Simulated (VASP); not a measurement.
Here is a VASP 6.6.1 calculation.

INCAR

```
SYSTEM = NbP
ALGO = Normal
EDIFF = 1E-7
ENCUT = 520
GGA = PE
ISIF = 2
ISMEAR = 0
LASPH = .TRUE.
LCHARG = .FALSE.
LREAL = .FALSE.
LWAVE = .FALSE.
NBANDS = 46
NELM = 100
PREC = Accurate
SIGMA = 0.1
```

File KPOINTS:

```
k-points
0
G
  10 10 4
  0 0 0
```

The input POSCAR:

```
NbP
1.0
    3.4474582495      0.0000000000      0.0000000000
    0.0000000000      3.3113102776      0.0000000000
    0.0000000000      0.0000000000     11.3359515698
Nb P
4 4
Direct
    0.5000000000      0.5000000000      0.0010227511
    0.0000000000      0.5000000000      0.7498227271
    0.0000000000      0.0000000000      0.5010227511
    0.5000000000      0.0000000000      0.2498227271
    0.0000000000      0.0000000000      0.0828831105
    0.5000000000      0.0000000000      0.8315285614
    0.5000000000      0.5000000000      0.5828831105
    0.0000000000      0.5000000000      0.3315285614
```

Potentials or basis: VASP PAW PBE potentials, release 64 (Nb_sv, P).

Launch:

```bash
$ cat potpaw_PBE.64/Nb_sv/POTCAR potpaw_PBE.64/P/POTCAR > POTCAR
$ mpirun -np 1 vasp_std > vasp.out
```

Problem. What does it give for the pressure?

Solution. -2.6 GPa.

Problem. Predict the band gap on the k mesh.

Solution. Zero (band 36 reaches 10.56 eV, above the bottom of band 37 at 10.52 eV).

Stress tensor (GPa, compression positive):
```
-7.15  0.00  0.00
 0.00 -0.38  0.00
 0.00  0.00 -0.35
```

Caveat: the cell differs from its parent crystal (uniaxial strain along a: +3.0 %, then relaxed in part).
